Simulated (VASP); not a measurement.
A run of VASP 6.6.1 is set up as follows.

INCAR

```
PREC     = Accurate       # precision mode
ENCUT    = 520            # plane-wave cutoff, eV
EDIFF    = 1E-8           # SCF threshold, eV
ISMEAR   = -1             # smearing method
SIGMA    = 0.03           # smearing width, eV
LREAL    = False          # projectors in reciprocal space
LASPH    = True           # aspherical terms in the spheres
NELM     = 80             # most SCF steps
ALGO     = Normal         # electronic algorithm
ISIF     = 2              # what is computed and relaxed
LWAVE    = False          # write WAVECAR
LCHARG   = False          # write CHGCAR
GGA      = PE             # functional
LEFG     = True         
NBANDS   = 16             # bands
```

KPOINTS

```
Automatic mesh
0
Gamma
  16 16 16
```

Contents of POSCAR:

```
TiN
1.0
    0.0000000000      2.0804613374      2.0804613374
    2.0804613374      0.0000000000      2.0804613374
    2.0804613374      2.0804613374      0.0000000000
Ti N
1 1
Direct
    0.0000000000      0.0000000000      0.0000000000
    0.5000000000      0.5000000000      0.5000000000
```

Potentials or basis: VASP PAW PBE potentials, release 64 (Ti_sv, N).

Launch:

```console
$ cat potpaw_PBE.64/Ti_sv/POTCAR potpaw_PBE.64/N/POTCAR > POTCAR
$ mpirun -np 1 vasp_std > vasp.out
```

(1) What does it give for the pressure?

## Answers

(1) 19.9 GPa.

Caveat: without QUAD_EFG the Cq values of the log hold for a quadrupole moment of 1 mb, not for the nuclei.
